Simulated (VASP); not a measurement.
Runs of VASP 6.6.1 on Ge. The structure is that of space group Fd-3m (No. 227), or close to it. The cells are those of the table. 

```tsv
cell	gap on the mesh (eV)	pressure (GPa)
a = 3.898 Å, angles 60.0°, 2 atoms	0.37	(a)
a = 3.863 Å, angles 60.0°, 2 atoms	(b)	10.0
a = 3.967 Å, angles 60.0°, 2 atoms	0.20	2.3
a = 3.933 Å, angles 60.0°, 2 atoms	(c)	4.5
```

Alike in all rows: task single point; level PBEsol; potentials or basis VASP PAW PBE potentials, release 64 (Ge_d); no spin polarisation; k mesh 6 × 6 × 6; cutoff (eV) 520; smearing gaussian 0.01 eV.

Question: Fill in the values left out.

Answer: (a) 7.0; (b) 0.43; (c) 0.28.

Caveats: the PAW data sets were made with another functional, which shifts forces and pressure a little.

A k mesh can miss the band edges, and the runs leave out spin-orbit coupling on Ge.
